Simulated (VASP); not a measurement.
Ge: single point with LDA

Ge:

```
CELL_PARAMETERS angstrom
0.00000 2.83897 2.79043
2.83897 0.00000 2.79043
2.83897 2.83897 0.00000
ATOMIC_POSITIONS crystal
Ge 0.00000 0.00000 0.00000
Ge 0.25000 0.25000 0.25000
```

This cell differs from its parent crystal: strained cell.

```
Program             : VASP 6.6.1
Task                : single point
Functional          : LDA
Potentials or basis : VASP PAW LDA potentials, release 64 (Ge_d)
Cutoff              : 520 eV
k mesh              : 12 × 12 × 12
Occupations         : gaussian, width 0.1 eV
Spin                : no spin polarisation
```

- Pressure: -0.8 GPa
- Band gap on the k mesh: 0.12 eV, indirect (least direct gap 0.13 eV)

Stress tensor (GPa, compression positive):
```
-1.17  0.00  0.00
 0.00 -1.17  0.00
 0.00  0.00  0.06
```

Levels at points of the mesh, in eV from the valence-band top:
| k point | band 11 | band 12 | band 13 | band 14 | band 15 | band 16 | band 17 | band 18 |
| --- | --- | --- | --- | --- | --- | --- | --- | --- |
| (0.00, 0.00, 0.00) | -12.81 | -0.04 | 0.00 | 0.00 | 0.13 | 2.52 | 2.60 | 2.60 |
| (0.50, 0.00, 0.00) | -10.71 | -7.62 | -1.45 | -1.29 | 0.12 | 3.71 | 3.83 | 7.02 |
| (0.50, 0.50, 0.00) | -8.85 | -8.85 | -3.13 | -3.13 | 0.61 | 0.61 | 9.52 | 9.52 |
| (0.50, 0.00, 0.50) | -8.93 | -8.93 | -3.01 | -3.01 | 0.75 | 0.75 | 9.48 | 9.48 |

It took 110 s on 1 thread of Intel(R) Xeon(R) Platinum 8488C (Sapphire Rapids) (shared host), peak memory 0.23 GiB.

Caveat: the cell differs from its parent crystal (strained cell). A k mesh can miss the band edges.
